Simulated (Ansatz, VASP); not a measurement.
**Fe: VASP beside Ansatz**

File INCAR:

```
PREC     = Accurate       # precision mode
ENCUT    = 520            # plane-wave cutoff, eV
EDIFF    = 1E-6           # SCF threshold, eV
ISMEAR   = -1             # smearing method
SIGMA    = 0.05           # smearing width, eV
LREAL    = False          # projectors in reciprocal space
LASPH    = True           # aspherical terms in the spheres
NELM     = 150            # most SCF steps
ALGO     = Normal         # electronic algorithm
ISIF     = 2              # what is computed and relaxed
LWAVE    = False          # write WAVECAR
LCHARG   = False          # write CHGCAR
ISPIN    = 2              # spin polarisation
MAGMOM   = 2.589 2.429 2.429 # initial moments
LORBIT   = 11             # projections on sites
LMAXMIX  = 4              # l up to which the mixer works
GGA      = PE             # functional
NBANDS   = 23             # bands
```

The input KPOINTS:

```
regular mesh
0
Gamma
  10 10 15
```

POSCAR

```
Fe
1.0
    4.2888145642      0.0000000000      0.0000000000
   -2.1444072821      3.7142223647      0.0000000000
    0.0000000000      0.0000000000      2.4404501227
Fe
3
Direct
    0.0000000000      0.0000000000      0.0000000000
    0.3333333333      0.6666666667      0.5000000000
    0.6666666667      0.3333333333      0.5000000000
```

Input for Ansatz:

```yaml
crystal:
  lattice:
    - [4.2888145642, 0.0, 0.0]
    - [-2.1444072821, 3.7142223647, 0.0]
    - [0.0, 0.0, 2.4404501227]
  atoms:
    - { symbol: Fe, position: [0.0, 0.0, 0.0], spin: 2.589 }
    - { symbol: Fe, position: [0.3333333333, 0.6666666667, 0.5], spin: 2.429 }
    - { symbol: Fe, position: [0.6666666667, 0.3333333333, 0.5], spin: 2.429 }
hamiltonian:
  xc: pbe
  pseudopotentials:
    kind: paw
    azcp:
      Fe: "pseudopotentials/Fe.paw.azcp"
basis:
  ecutwfc: 420
  fft_grid_basis: typed
kpoints:
  mp_grid: { grid: [10, 10, 15], shift: [0, 0, 0] }
magnetization:
  spin_polarized: true
scf:
  occupations: { method: fermi_dirac, width: 0.05 }
  lower_state_search: "off"
output:
  stress: true
  write_density: true
  write_potential: true
  elf: true
  volumetric_format: npy
```

Alike in both runs: task single point; functional PBE; k mesh 10 × 10 × 15; occupations fermi-dirac, width 0.05 eV; collinear spin.

|  | VASP | Ansatz |
| --- | --- | --- |
| version | VASP 6.6.1 | Ansatz 0.2.0 |
| potentials or method | VASP PAW PBE potentials, release 64 (Fe), cutoff 520 eV | plane waves (420 eV) with PAW, scalar-relativistic |
| valence electrons in the cell | 24 | 48 |

```csv
,VASP,Ansatz,Ansatz less VASP
pressure (GPa),-9.3,-9.2,+0.09
"traceless stress, the component that is largest in VASP (GPa)",0.11,0.29,+0.189
net moment per atom (μB),2.66,2.66,-0.005
size of the moment on the site where the two differ most (μB),2.68,2.71,+0.026
```

Site moments also hang on the region over which each program counts them. With one functional, cell and mesh, what is left measures potentials, basis and numerics. VASP's potentials hold 24 valence electrons a cell and Ansatz's 48, so a difference there can come from the potentials and not from the codes.
